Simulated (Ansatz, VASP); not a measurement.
## Two plane-wave programs on HC18F

```
C F H
1.0
     7.39800    0.00000    0.00000
    -3.69900    6.40686    0.00000
     0.00000    0.00000   12.00000
C F H
18 1 1
Direct
  0.00952 0.00346 0.07872
  0.22945 0.11459 0.07244
  0.01197 0.33696 0.08101
  0.22893 0.44682 0.07253
  0.01020 0.67607 0.07619
  0.23024 0.78318 0.07092
  0.34078 0.00457 0.06865
  0.56348 0.11519 0.07293
  0.34095 0.33636 0.07247
  0.56197 0.44761 0.07495
  0.34092 0.67052 0.07059
  0.56320 0.78180 0.07382
  0.67288 0.00332 0.07875
  0.89721 0.11395 0.10531
  0.66950 0.33481 0.07799
  0.89714 0.44930 0.09620
  0.67386 0.67000 0.07654
  0.89784 0.78361 0.07609
  0.89131 0.11360 0.23792
  0.89459 0.44391 0.19100
```

Alike in both runs: functional PBEsol; k mesh 2 × 2 × 1; occupations fermi-dirac, width 0.02 eV; no spin polarisation.

Ansatz relaxed the structure, and its values are those at the end. VASP's run is a single point on that final structure, the one shown.

|  | VASP | Ansatz |
| --- | --- | --- |
| version | VASP 6.6.1 | Ansatz 0.2.0 |
| potentials or method | VASP PAW PBE potentials, release 64 (C, F, H), cutoff 520 eV | scalar-relativistic, plane waves, PAW |
| valence electrons in the cell | 80 | 80 |

|  | VASP | Ansatz | Ansatz less VASP |
| --- | --- | --- | --- |
| rms of the force components (eV/Å) | 0.016 | 0.006 | -0.0106 |

VASP's potentials were made for PBE, not for PBEsol.

The k mesh is coarse, so the values compare programs but aren't converged.
